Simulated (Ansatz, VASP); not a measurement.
## Rb in VASP and in Ansatz

INCAR

```
SYSTEM = Rb
  PREC = Accurate
  ENCUT = 520
  EDIFF = 1E-6
  ISMEAR = -1
  SIGMA = 0.05
  LREAL = .False.
  LASPH = .True.
  NELM = 60
  ALGO = Normal
  ISIF = 2
  LWAVE = .False.
  LCHARG = .False.
  GGA = PS
  NBANDS = 16
```

File KPOINTS:

```
regular mesh
0
Gamma
  10 10 6
  0 0 0
```

File POSCAR:

```
Rb
1.0
    3.6758756666      0.0000000000      0.0000000000
   -1.8379378333      3.1834017084      0.0000000000
    0.0000000000      0.0000000000      5.9549185798
Rb
2
Direct
    0.3333333333      0.6666666667      0.2500000000
    0.6666666667      0.3333333333      0.7500000000
```

Input for Ansatz:

```yaml
crystal:
  lattice:
    - [3.6758756666, 0.0, 0.0]
    - [-1.8379378333, 3.1834017084, 0.0]
    - [0.0, 0.0, 5.9549185798]
  atoms:
    - { symbol: Rb, position: [0.3333333333, 0.6666666667, 0.25] }
    - { symbol: Rb, position: [0.6666666667, 0.3333333333, 0.75] }
kpoints:
  mp_grid: { grid: [10, 10, 6] }
  band_path:
    path:
      - [0.0, 0.0, 0.0]
      - [0.5, 0.0, 0.0]
      - [0.3333333333, 0.3333333333, 0.0]
      - [0.0, 0.0, 0.0]
      - [0.0, 0.0, 0.5]
      - [0.5, 0.0, 0.5]
      - [0.3333333333, 0.3333333333, 0.5]
      - [0.0, 0.0, 0.5]
      - [0.5, 0.0, 0.5]
    npoints: 8
scf:
  occupations: { method: fermi_dirac, width: 0.05 }
hamiltonian:
  xc: pbesol
  pseudopotentials: { kind: paw }
output:
  forces: true
  stress: true
  eigenvalues: true
  populations: true
  dos: { projected: true, de: 0.2, e_range: [-14, 8] }
```

Change from the starting cell: volume scaled by 0.4, PAW files.

Alike in both runs: task single point; functional PBEsol; k mesh 10 × 10 × 6; occupations fermi-dirac, width 0.05 eV; no spin polarisation.

|  | VASP | Ansatz |
| --- | --- | --- |
| version | VASP 6.6.1 | Ansatz 0.2.0 |
| potentials or method | VASP PAW PBE potentials, release 64 (Rb_sv) | PAW with Ansatz's default frozen-core files, scalar-relativistic |
| plane-wave cutoff (eV) | 520 | 420 |
| valence electrons in the cell | 18 | 18 |

```csv
,VASP,Ansatz,Ansatz less VASP
pressure (GPa),11.6,11.5,-0.04
"traceless stress, the component that is largest in VASP (GPa)",0.30,0.30,-0.001
```

VASP's potentials were made for PBE, not for PBEsol.
